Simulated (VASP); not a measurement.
# HfBiBr2 (P4/mmm) in VASP: notebook, part 2 of 2

VASP 6.6.1. The steps go on from the part before.

### Step 3. Single point, PBE

This run uses another cell than the first one, of 26.41 Å³/atom.

INCAR

```
ALGO = Normal ; EDIFF = 1E-6
ENCUT = 520 ; GGA = PE
ISIF = 2 ; ISMEAR = 0
LASPH = T ; LCHARG = F
LREAL = F ; LWAVE = F
NBANDS = 28 ; NELM = 80
PREC = Accurate ; SIGMA = 0.1
```

KPOINTS

```
k-points
0
Gamma
  4 4 6
```

POSCAR

```
HfBiBr2
1.0
    5.5451965407      0.0000000000      0.0000000000
    0.0000000000      5.5451965407      0.0000000000
    0.0000000000      0.0000000000      3.4360461059
Hf Bi Br
1 1 2
Direct
    0.0000000000      0.0000000000      0.0000000000
    0.5000000000      0.5000000000      0.5000000000
    0.5000000000      0.0000000000      0.0000000000
    0.0000000000      0.5000000000      0.0000000000
```

Potentials or basis: VASP PAW PBE potentials, release 64 (Hf_pv, Bi_d, Br).

On the command line:

```bash
cat potpaw_PBE.64/Hf_pv/POTCAR potpaw_PBE.64/Bi_d/POTCAR potpaw_PBE.64/Br/POTCAR > POTCAR
mpirun -np 1 vasp_std > vasp.out
```

It took 42 s on 1 thread of Intel Xeon Platinum 8559C (Emerald Rapids), shared host; peak memory 0.26 GiB.

The run converged. Its results:

* Free energy: -16.4477 eV
* Pressure: -0.2 GPa
* Band gap on the k mesh: zero (an odd number of electrons rules out a gap without spin polarisation)

Stress tensor (GPa, compression positive):
```
-0.30  0.00  0.00
 0.00 -0.30  0.00
 0.00  0.00 -0.04
```

Levels at points of the mesh, in eV from the Fermi level:
| k point | band 16 | band 17 | band 18 | band 19 | band 20 | band 21 | band 22 | band 23 |
| --- | --- | --- | --- | --- | --- | --- | --- | --- |
| (0.00, 0.00, 0.00) | -3.51 | -3.02 | -2.60 | -0.90 | 0.57 | 0.76 | 1.68 | 1.68 |
| (0.50, 0.00, 0.00) | -3.44 | -3.17 | -2.20 | -0.77 | 0.54 | 0.69 | 1.69 | 1.82 |
| (0.50, 0.50, 0.00) | -3.33 | -3.33 | -1.76 | -1.54 | -1.54 | 1.49 | 2.45 | 2.45 |
| (0.00, 0.00, 0.50) | -4.35 | -4.35 | -3.21 | -1.94 | -1.94 | -0.23 | 0.38 | 0.38 |
| (0.50, 0.00, 0.50) | -5.24 | -5.08 | -1.11 | -1.01 | -0.99 | 0.52 | 0.71 | 0.92 |
| (0.50, 0.50, 0.50) | -5.88 | -3.97 | -0.42 | 0.17 | 0.56 | 0.56 | 1.53 | 1.53 |

Caveat: spin-orbit coupling is left out, which moves the levels of the heavy elements; an odd number of electrons without spin polarisation forces a metal; a magnetic or distorted state may lie lower.

### Step 4. Relaxation of cell and atoms, PBE

INCAR

```
SYSTEM = HfBiBr2
PREC = Accurate
ENCUT = 600
EDIFF = 1E-7
ISMEAR = 0
SIGMA = 0.1
LREAL = .False.
LASPH = .True.
NELM = 60
ALGO = Normal
ISIF = 3
LWAVE = .False.
LCHARG = .False.
GGA = PE
IBRION = 2
NSW = 90
EDIFFG = -0.04
```

KPOINTS

```
Automatic mesh
0
Gamma
  4 4 6
  0 0 0
```

POSCAR

```
HfBiBr2
1.0
    6.0112416100      0.0000000000      0.0000000000
    0.0000000000      6.0112416100      0.0000000000
    0.0000000000      0.0000000000      2.7042194000
Hf Bi Br
1 1 2
Direct
    0.0000000000      0.0000000000      0.0000000000
    0.5000000000      0.5000000000      0.5000000000
    0.5000000000      0.0000000000      0.0000000000
    0.0000000000      0.5000000000      0.0000000000
```

On the command line:

```bash
cat potpaw_PBE.64/Hf_pv/POTCAR potpaw_PBE.64/Bi_d/POTCAR potpaw_PBE.64/Br/POTCAR > POTCAR
mpirun -np 1 vasp_std > vasp.out
```

Run time: 4.9 min. Hardware: 1 thread of Intel Xeon Platinum 8559C (Emerald Rapids), shared host; peak memory 0.29 GiB.

Results (log left out):

- Free energy: -16.4443 eV
- Relaxed volume: 26.28 Å³/atom
- Relaxed cell: a = 5.524 Å, b = 5.524 Å, c = 3.445 Å, α = 90.00°, β = 90.00°, γ = 90.00°
- Space group after relaxing (to 0.1 Å): P4/mmm (No. 123)
- Energy gained by relaxing: 620.0 meV/atom
- Ionic steps: 9
- Pressure after relaxing: 0.1 GPa
- Band gap on the k mesh: zero (an odd number of electrons rules out a gap without spin polarisation)

Stress tensor (GPa, compression positive):
```
 0.23  0.00  0.00
 0.00  0.23  0.00
 0.00  0.00 -0.13
```

Step by step:
| step | energy change (eV) | largest force (eV/Å) | pressure (GPa) | volume (Å³) |
| --- | --- | --- | --- | --- |
| 1 | 0.0000 | 0.0000 | 13.26 | 97.72 |
| 2 | -1.6979 | 0.0000 | -4.96 | 127.96 |
| 3 | -1.7464 | 0.0000 | -3.86 | 123.32 |
| 4 | -2.2512 | 0.0000 | -3.62 | 115.90 |
| 5 | -2.4568 | 0.0000 | -1.65 | 109.26 |
| 6 | -2.4597 | 0.0000 | -1.28 | 108.50 |
| 7 | -2.4590 | 0.0000 | -1.43 | 108.81 |
| 8 | -2.4798 | 0.0000 | 0.22 | 104.88 |
| 9 | -2.4799 | 0.0000 | 0.11 | 105.11 |

Final structure:
```yaml
crystal:
  lattice:
    - [5.52383, 0.00000, 0.00000]
    - [0.00000, 5.52383, 0.00000]
    - [0.00000, 0.00000, 3.44470]
  atoms:
    - { symbol: Hf, position: [0.00000, 0.00000, 0.00000] }
    - { symbol: Bi, position: [0.50000, 0.50000, 0.50000] }
    - { symbol: Br, position: [0.50000, 0.00000, 0.00000] }
    - { symbol: Br, position: [0.00000, 0.50000, 0.00000] }
```

Levels at points of the mesh, in eV from the Fermi level:
```tsv
k point	band 15	band 16	band 17	band 18	band 19	band 20	band 21	band 22	band 23
(0.00, 0.00, 0.00)	-5.12	-3.58	-3.08	-2.58	-0.92	0.60	0.77	1.94	1.94
(0.50, 0.00, 0.00)	-4.23	-3.51	-3.23	-2.19	-0.75	0.55	0.71	1.67	1.84
(0.50, 0.50, 0.00)	-4.38	-3.40	-3.40	-1.75	-1.54	-1.54	1.51	2.45	2.45
(0.00, 0.00, 0.50)	-5.31	-4.38	-4.38	-3.20	-1.97	-1.97	-0.27	0.39	0.39
(0.50, 0.00, 0.50)	-5.67	-5.28	-5.13	-1.08	-1.03	-0.99	0.55	0.94	0.96
(0.50, 0.50, 0.50)	-6.70	-5.93	-3.99	-0.39	0.15	0.59	0.59	1.54	1.54
```

Caveat: the k points lie up to 0.30 Å⁻¹ apart in the final cell, too coarse for converged energies and pressures of a metal; a cell axis changed by over 15 % at a fixed basis, so the end point is rough; spin-orbit coupling is left out, which moves the levels of the heavy elements; an odd number of electrons without spin polarisation forces a metal; a magnetic or distorted state may lie lower.

### Step 5. Single point, PBE

This run uses another cell than the first one, of 26.61 Å³/atom.

INCAR

```
PREC = Accurate
ENCUT = 520
EDIFF = 1E-6
ISMEAR = 0
SIGMA = 0.1
LREAL = F
LASPH = T
NELM = 80
ALGO = Normal
ISIF = 2
LWAVE = F
LCHARG = T
GGA = PE
LELF = T
LVHAR = T
NBANDS = 28
```

KPOINTS

```
Automatic mesh
0
Gamma
  8 8 14
```

POSCAR

```
HfBiBr2
1.0
    5.5467056462      0.0000000000      0.0000000000
    0.0000000000      5.5467056462      0.0000000000
    0.0000000000      0.0000000000      3.4590866346
Hf Bi Br
1 1 2
Direct
    0.0000000000      0.0000000000      0.0000000000
    0.5000000000      0.5000000000      0.5000000000
    0.5000000000      0.0000000000      0.0000000000
    0.0000000000      0.5000000000      0.0000000000
```

Potentials or basis: VASP PAW PBE potentials, release 64 (Hf_pv, Bi_d, Br).

On the command line:

```bash
cat potpaw_PBE.64/Hf_pv/POTCAR potpaw_PBE.64/Bi_d/POTCAR potpaw_PBE.64/Br/POTCAR > POTCAR
mpirun -np 1 vasp_std > vasp.out
```

OUTCAR:

```text
PREC = Accurate
   ENCUT = 520
   EDIFF = 1E-6
   ISMEAR = 0
   LREAL = F
   LASPH = T
   NELM = 80
   ISIF = 2
   GGA = PE

 ion  position               nearest neighbor table
   1  0.000  0.000  0.000-   3 2.77   4 2.77   4 2.77   3 2.77
   2  0.500  0.500  0.500-   3 3.27   4 3.27   3 3.27   4 3.27   3 3.27   3 3.27   4 3.27   4 3.27

   3  0.500  0.000  0.000-   1 2.77   1 2.77   2 3.27   2 3.27   2 3.27   2 3.27
[... 947 lines left out ...]
  Direction    XX          YY          ZZ          XY          YZ          ZX
  --------------------------------------------------------------------------------------
  -------------------------------------------------------------------------------------
  Total       -0.2003366     -0.2003366     -0.0515512      0.0000000      0.0000000      0.0000000
  in kB       -3.0160543     -3.0160543     -0.7761004      0.0000000      0.0000000      0.0000000
  external PRESSURE =      -2.2694030 kB  Pullay stress =       0.0000000 kB

 VOLUME and BASIS-vectors are now :
 -----------------------------------------------------------------------------
  energy-cutoff  :      520.00
  volume of cell :      106.42
      direct lattice vectors                 reciprocal lattice vectors
     5.546705646  0.000000000  0.000000000     0.180287195  0.000000000  0.000000000
     0.000000000  5.546705646  0.000000000     0.000000000  0.180287195  0.000000000
     0.000000000  0.000000000  3.459086635     0.000000000  0.000000000  0.289093656

 POSITION                                       TOTAL-FORCE (eV/Angst)
 -----------------------------------------------------------------------------------
      0.00000      0.00000      0.00000         0.000000      0.000000      0.000000
      2.77335      2.77335      1.72954         0.000000      0.000000      0.000000
      2.77335      0.00000      0.00000         0.000000      0.000000      0.000000
      0.00000      2.77335      0.00000         0.000000      0.000000      0.000000
 -----------------------------------------------------------------------------------
    total drift:                                0.000000     -0.000000     -0.000000

  FREE ENERGIE OF THE ION-ELECTRON SYSTEM (eV)
  ---------------------------------------------------
  free  energy   TOTEN  =       -16.4637384413 eV

  energy  without entropy=      -16.4472858573  energy(sigma->0) =      -16.45551215
```

stdout:

```text
POSCAR found type information on POSCAR HfBiBr
 POSCAR found :  3 types and       4 ions
 scaLAPACK will be used
 LDA part: xc-table for (Slater+PW92), standard interpolation
 POSCAR, INCAR and KPOINTS ok, starting setup
 FFT: planning ... GRIDC
 FFT: planning ... GRID_SOFT
 FFT: planning ... GRID
 WAVECAR not read
 entering main loop
```

It took 3.8 min on 1 thread of Intel Xeon Platinum 8559C (Emerald Rapids), shared host; peak memory 0.48 GiB.

Results:

```
Free energy            : -16.4637 eV
Pressure               : -0.2 GPa
Band gap on the k mesh : zero (an odd number of electrons rules out a gap without spin polarisation)
```

Caveat: spin-orbit coupling is left out, which moves the levels of the heavy elements; an odd number of electrons without spin polarisation forces a metal; a magnetic or distorted state may lie lower.

### Step 6. The runs side by side

| task | cell | k mesh | cutoff (eV) | gap on the mesh (eV) | pressure (GPa) |
| --- | --- | --- | --- | --- | --- |
| single point | a = 6.011, b = 6.011, c = 2.704 Å, 4 atoms | 4 × 4 × 6 | 520 | none | 13.3 |
| single point | a = 5.545, b = 5.545, c = 3.436 Å, 4 atoms | 4 × 4 × 6 | 520 | none | -0.2 |
| relaxation of cell and atoms | relaxed from a = 6.011, b = 6.011, c = 2.704 Å, 4 atoms | 4 × 4 × 6 | 600 | none | 0.1 |
| single point | a = 5.547, b = 5.547, c = 3.459 Å, 4 atoms | 8 × 8 × 14 | 520 | none | -0.2 |

Alike in all rows: level PBE; potentials or basis VASP PAW PBE potentials, release 64 (Hf_pv, Bi_d, Br); no spin polarisation; smearing gaussian 0.1 eV.

Caveats: some runs use coarse meshes; spin-orbit coupling is left out, which moves the levels of the heavy elements; an odd number of electrons without spin polarisation forces a metal; a magnetic or distorted state may lie lower; a cell axis changed by over 15 % at a fixed basis, so the end point is rough (at least some runs).

Absolute energies hang on the potentials; compare differences alone.
